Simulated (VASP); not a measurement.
# MoW2 (P6_3/mmc) in VASP: single point with PBE

Aim: the single point of MoW2 with PBE.

All numbers are computed with VASP 6.6.1; they aren't measurements. Logs are shortened: lines on timing, memory, paths and dates and some standing lists are left out, and cuts for length are marked.

### 1 The cell of the first run

Symmetry: P6_3/mmc, No. 194, hexagonal system. Conventional cell: a = 3.019 Å, b = 3.019 Å, c = 12.584 Å, α = 90.00°, β = 90.00°, γ = 120.00°. Within 3.1 Å of Mo (site symmetry -6m2) lie 6 W at 2.31 Å and 6 Mo at 3.02 Å. W (site symmetry 3m) has 3 Mo at 2.31 Å and 7 W at 3.02 to 3.04 Å within 3.1 Å.

The cell was built from a structure type or drawn by symmetry, and may not be a known phase.

### 2 Single point, PBE

File INCAR:

```
PREC = Accurate
ENCUT = 520
EDIFF = 1E-6
ISMEAR = 0
SIGMA = 0.1
LREAL = F
LASPH = T
NELM = 80
ALGO = Normal
ISIF = 2
LWAVE = F
LCHARG = F
GGA = PE
NBANDS = 51
```

File KPOINTS:

```
Automatic mesh
0
Gamma
  6 6 2
```

File POSCAR:

```
MoW2
1.0
    3.0186976600      0.0000000000      0.0000000000
   -1.5093488300      2.6142688600      0.0000000000
    0.0000000000      0.0000000000     12.5842201600
Mo W
2 4
Direct
    0.3333333300      0.6666666700      0.2500000000
    0.6666666700      0.3333333300      0.7500000000
    0.3333333300      0.6666666700      0.8708151000
    0.6666666700      0.3333333300      0.1291849000
    0.6666666700      0.3333333300      0.3708151000
    0.3333333300      0.6666666700      0.6291849000
```

Potentials or basis: VASP PAW PBE potentials, release 64 (Mo_sv, W_sv).

Started as:

```
$ cat potpaw_PBE.64/Mo_sv/POTCAR potpaw_PBE.64/W_sv/POTCAR > POTCAR
$ mpirun -np 1 vasp_std > vasp.out
```

OUTCAR:

```text
PREC = Accurate
   ENCUT = 520
   EDIFF = 1E-6
   ISMEAR = 0
   LREAL = F
   LASPH = T
   NELM = 80
   ISIF = 2
   GGA = PE

 ion  position               nearest neighbor table
   1  0.333  0.667  0.250-   4 2.31   5 2.31   4 2.31   5 2.31   4 2.31   5 2.31
   2  0.667  0.333  0.750-   3 2.31   6 2.31   3 2.31   6 2.31   3 2.31   6 2.31
   3  0.333  0.667  0.871-   2 2.31   2 2.31   2 2.31   6 3.04
   4  0.667  0.333  0.129-   1 2.31   1 2.31   1 2.31   5 3.04
   5  0.667  0.333  0.371-   1 2.31   1 2.31   1 2.31   4 3.04
   6  0.333  0.667  0.629-   2 2.31   2 2.31   2 2.31   3 3.04

  LATTYP: Found a hexagonal cell.
 ALAT       =     3.0186976600
 C/A-ratio  =     4.1687580465

  Lattice vectors:

 A1 = (   3.0186976600,   0.0000000000,   0.0000000000)
 A2 = (  -1.5093488300,   2.6142688600,   0.0000000000)
 A3 = (   0.0000000000,   0.0000000000,  12.5842201600)

Analysis of symmetry for initial positions (statically):
=====================================================================
 Subroutine PRICEL returns:
 Original cell was already a primitive cell.

 Routine SETGRP: Setting up the symmetry group for a
 hexagonal supercell.

 Subroutine GETGRP returns: Found 24 space group operations
 (whereof 12 operations were pure point group operations)
 out of a pool of 24 trial point group operations.

The static configuration has the point symmetry D_3d.
 The point group associated with its full space group is D_6h.

Analysis of symmetry for dynamics (positions and initial velocities):
=====================================================================
 Subroutine PRICEL returns:
 Original cell was already a primitive cell.

 Routine SETGRP: Setting up the symmetry group for a
 hexagonal supercell.

 Subroutine GETGRP returns: Found 24 space group operations
 (whereof 12 operations were pure point group operations)
 out of a pool of 24 trial point group operations.

The dynamic configuration has the point symmetry D_3d.
 The point group associated with its full space group is D_6h.

 Subroutine INISYM returns: Found 24 space group operations
 (whereof 12 operations are pure point group operations),
 and found     1 'primitive' translations

----------------------------------------------------------------------------------------

                                     Primitive cell

[... 88 lines left out ...]
   LREAL  =      F    real-space projection
   EDIFFG = 0.1E-04   stopping-criterion for IOM
   NSW    =      0    number of steps for IOM
   IBRION =     -1    ionic relax: 0-MD 1-quasi-New 2-CG
   NFREE  =      0    steps in history (QN), initial steepest desc. (CG)
   ISIF   =      2    stress and relaxation
   ISYM   =      2    0-nonsym 1-usesym 2-fastsym
   POTIM  = 0.5000    time-step for ionic-motion
   TEBEG  =    0.0;   TEEND  =   0.0 temperature during run
   PSTRESS=    0.0 pullay stress
   NELECT =      84.0000    total number of electrons
   NUPDOWN=      -1.0000    fix difference up-down
   EMIN   =  10.00;   EMAX   =-10.00  energy-range for DOS
   EFERMI =   0.00;   METHOD = LEGACY
   ISMEAR =     0;   SIGMA  =   0.10  broadening in eV -4-tet -1-fermi 0-gaus
   EFERMI_NEDOS =   21; number of points for ismear=-14 and -15
   IALGO  =     38    algorithm
   IMIX   =      4    mixing-type and parameters
     AMIX     =   0.40;   BMIX     =  1.00
     AMIX_MAG =   1.60;   BMIX_MAG =  1.00
  volume/ion in A,a.u.               =      16.55       111.70
  Fermi-wavevector in a.u.,A,eV,Ry     =   1.548231  2.925733 32.613443  2.397020
  Thomas-Fermi vector in A             =   2.653211
   LORBIT       =      0    0 simple, 1 ext, 2 COOP (PROOUT), +10 PAW based schemes
   GGA     = PE    functional components
   LHFCALC =     F    Hartree Fock is set to
   AEXX    =    0.0000 exact exchange contribution
   IVDW    =     0    specifies the selected vdW correction
   LEPSILON=     F    determine dielectric tensor
   LRPA    =     F    only Hartree local field effects (RPA)
 non-spin polarized calculation
 Gauss-broadening in eV      SIGMA  =   0.10
  energy-cutoff  :      520.00
  volume of cell :       99.31
 maximum number of plane-waves:      2702
 NGX is ok and might be reduce to    24
   NGX = 11   NGY = 11   NGZ = 47

 number of electron      83.9999991 magnetization

 Free energy of the ion-electron system (eV)
  ---------------------------------------------------
  ext. energy  EPLUGINS =         0.00000000
  ---------------------------------------------------
  free energy    TOTEN  =       -59.57242970 eV

  energy without entropy =      -59.56569006  energy(sigma->0) =      -59.56905988

 E-fermi :  10.7253     XC(G=0): -12.8991

 val. band max:       10.6751999636   @ k =   0.1667   0.0000   0.0000
 cond. band min:      10.7885403392   @ k =   0.5000  -0.0000   0.0000
 fundamental gap:      0.1133403755
 Fermi energy:        10.7253015425

 k-point     1 :       0.0000    0.0000    0.0000
  band No.  band energies     occupation
      1     -63.0711      2.00000
      2     -63.0700      2.00000
      3     -63.0509      2.00000
      4     -63.0498      2.00000
      5     -49.7252      2.00000
      6     -49.7252      2.00000
[... 745 lines left out ...]
     50      14.5095      0.00000
     51      14.5485      0.00000

------------------------ aborting loop because EDIFF is reached ----------------------------------------

  FORCE on cell =-STRESS in cart. coord.  units (eV):
  Direction    XX          YY          ZZ          XY          YZ          ZX
  --------------------------------------------------------------------------------------
  -------------------------------------------------------------------------------------
  Total       36.8184409     36.8184410     53.9189578     -0.0000000      0.0000000      0.0000000
  in kB      593.9909135    593.9909136    869.8730907     -0.0000000      0.0000000      0.0000000
  external PRESSURE =     685.9516393 kB  Pullay stress =       0.0000000 kB

 VOLUME and BASIS-vectors are now :
 -----------------------------------------------------------------------------
  energy-cutoff  :      520.00
  volume of cell :       99.31
      direct lattice vectors                 reciprocal lattice vectors
     3.018697660  0.000000000  0.000000000     0.331268684  0.191258064  0.000000000
    -1.509348830  2.614268860  0.000000000     0.000000000  0.382516127  0.000000000
     0.000000000  0.000000000 12.584220160     0.000000000  0.000000000  0.079464598

 POSITION                                       TOTAL-FORCE (eV/Angst)
 -----------------------------------------------------------------------------------
     -0.00000      1.74285      3.14606        -0.000000     -0.000000     -0.000000
      1.50935      0.87142      9.43817         0.000000      0.000000     -0.000000
     -0.00000      1.74285     10.95853         0.000000      0.000000     10.836057
      1.50935      0.87142      1.62569        -0.000000     -0.000000    -10.836057
      1.50935      0.87142      4.66642         0.000000     -0.000000     10.836057
     -0.00000      1.74285      7.91780        -0.000000      0.000000    -10.836057
 -----------------------------------------------------------------------------------
    total drift:                               -0.000017      0.000010     -0.000001

  FREE ENERGIE OF THE ION-ELECTRON SYSTEM (eV)
  ---------------------------------------------------
  free  energy   TOTEN  =       -59.5724296994 eV

  energy  without entropy=      -59.5656900565  energy(sigma->0) =      -59.56905988
```

OSZICAR:

```text
N       E                     dE             d eps       ncg     rms          rms(c)
DAV:   1     0.125593381400E+04    0.12559E+04   -0.50584E+04  1468   0.189E+03
DAV:   2     0.195054505336E+02   -0.12364E+04   -0.12058E+04  1491   0.625E+02
DAV:   3    -0.618375727861E+02   -0.81343E+02   -0.78560E+02  1751   0.154E+02
DAV:   4    -0.645163086246E+02   -0.26787E+01   -0.26155E+01  1736   0.246E+01
DAV:   5    -0.645714050700E+02   -0.55096E-01   -0.54970E-01  1701   0.351E+00    0.633E+01
DAV:   6    -0.614986369249E+02    0.30728E+01   -0.43975E+01  1809   0.439E+01    0.399E+01
DAV:   7    -0.622002216110E+02   -0.70158E+00   -0.42198E+01  1663   0.330E+01    0.160E+01
DAV:   8    -0.595227338568E+02    0.26775E+01   -0.15758E+01  1650   0.259E+01    0.132E+00
DAV:   9    -0.595744542045E+02   -0.51720E-01   -0.59054E-01  1645   0.383E+00    0.875E-01
DAV:  10    -0.595726037123E+02    0.18505E-02   -0.21517E-02  1860   0.820E-01    0.523E-01
DAV:  11    -0.595733957421E+02   -0.79203E-03   -0.49173E-03  2122   0.445E-01    0.524E-01
DAV:  12    -0.595724207506E+02    0.97499E-03   -0.57327E-03  1775   0.467E-01    0.535E-02
DAV:  13    -0.595724307282E+02   -0.99776E-05   -0.18299E-04  1602   0.691E-02    0.362E-02
DAV:  14    -0.595724292174E+02    0.15108E-05   -0.16876E-05  1828   0.314E-02    0.850E-03
DAV:  15    -0.595724296994E+02   -0.48197E-06   -0.93691E-07   918   0.641E-03
   1 F= -.59572430E+02 E0= -.59569060E+02  d E =-.673964E-02
```

stdout:

```text
POSCAR found type information on POSCAR MoW
 POSCAR found :  2 types and       6 ions
 scaLAPACK will be used
 LDA part: xc-table for (Slater+PW92), standard interpolation
 POSCAR, INCAR and KPOINTS ok, starting setup
 FFT: planning ... GRIDC
 FFT: planning ... GRID_SOFT
 FFT: planning ... GRID
 WAVECAR not read
 entering main loop
```

Wall time 58 s (1 thread of Intel Xeon 6975P-C (Granite Rapids), shared host); peak memory 0.25 GiB.

What came out:

* Free energy: -59.5724 eV
* Pressure: 68.6 GPa
* Largest force: 10.836 eV/Å
* Band gap on the k mesh: zero (bands 42 and 43 overlap by 0.69 eV)

Forces in eV/Å, atoms in the order of the input:
```
Mo    0.000   0.000   0.000
Mo    0.000   0.000   0.000
W     0.000   0.000  10.836
W     0.000   0.000 -10.836
W     0.000   0.000  10.836
W     0.000   0.000 -10.836
```

Stress tensor (GPa, compression positive):
```
59.40  0.00  0.00
 0.00 59.40  0.00
 0.00  0.00 86.99
```

Caveat: the k points lie up to 0.40 Å⁻¹ apart, too coarse for converged energies and pressures of a metal; spin-orbit coupling is left out, which moves the levels of the heavy elements; forces of over 1 eV/Å act on the atoms, so gaps and moduli don't describe the material at rest.
